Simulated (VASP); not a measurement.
## Ti: single point with r2SCAN

Crystal: Ti.

```
Ti
1.0
     3.21927    0.00000    0.00000
     0.00000    3.21927    0.00000
     0.00000    0.00000    3.34732
Ti
2
Direct
  0.00000 0.00000 0.00000
  0.50000 0.50000 0.50000
```

This cell differs from its parent crystal: biaxial strain in the a-b plane: -1.0 %, then relaxed in part.

```yaml
Program: VASP 6.6.1
Task: single point
Functional: r2SCAN
Potentials_or_basis: VASP PAW PBE potentials, release 64 (Ti_sv)
Cutoff: 520 eV
k_mesh: 16 × 16 × 16
Occupations: gaussian, width 0.1 eV
Spin: no spin polarisation
Dipole_correction: no
Further_INCAR_settings: ALGO = Normal; EDIFF = 1e-07; NBANDS = 19
```

```json
{"Pressure": "-0.5 GPa", "Band gap on the k mesh": "zero (bands 12 and 13 overlap by 1.75 eV)"}
```

Stress tensor (GPa, compression positive):
```
-0.93  0.00  0.00
 0.00 -0.93  0.00
 0.00  0.00  0.42
```

Levels at points of the mesh, in eV from the Fermi level:
| k point | band 9 | band 10 | band 11 | band 12 | band 13 | band 14 | band 15 | band 16 |
| --- | --- | --- | --- | --- | --- | --- | --- | --- |
| (0.00, 0.00, 0.00) | -6.35 | -2.32 | -2.23 | 1.04 | 1.04 | 1.35 | 2.73 | 3.08 |
| (0.50, 0.00, 0.00) | -2.83 | -2.83 | 0.06 | 0.06 | 1.21 | 1.21 | 1.49 | 1.49 |
| (0.50, 0.50, 0.00) | -2.58 | -2.58 | -0.58 | -0.58 | 1.15 | 1.15 | 3.15 | 3.15 |
| (0.00, 0.00, 0.50) | -3.04 | -3.04 | -0.06 | -0.06 | 1.52 | 1.52 | 1.52 | 1.52 |
| (0.50, 0.00, 0.50) | -2.59 | -2.59 | -0.21 | -0.21 | 0.87 | 0.87 | 2.76 | 2.76 |
| (0.50, 0.50, 0.50) | -0.77 | -0.77 | -0.63 | -0.63 | -0.63 | -0.63 | 3.27 | 3.27 |

Wall time 11 min on 1 thread of AMD EPYC 7R13 Processor (Zen 3) (shared host), peak memory 0.29 GiB.

Caveat: the cell differs from its parent crystal (biaxial strain in the a-b plane: -1.0 %, then relaxed in part); the PAW data sets were made with another functional, which shifts forces and pressure a little.
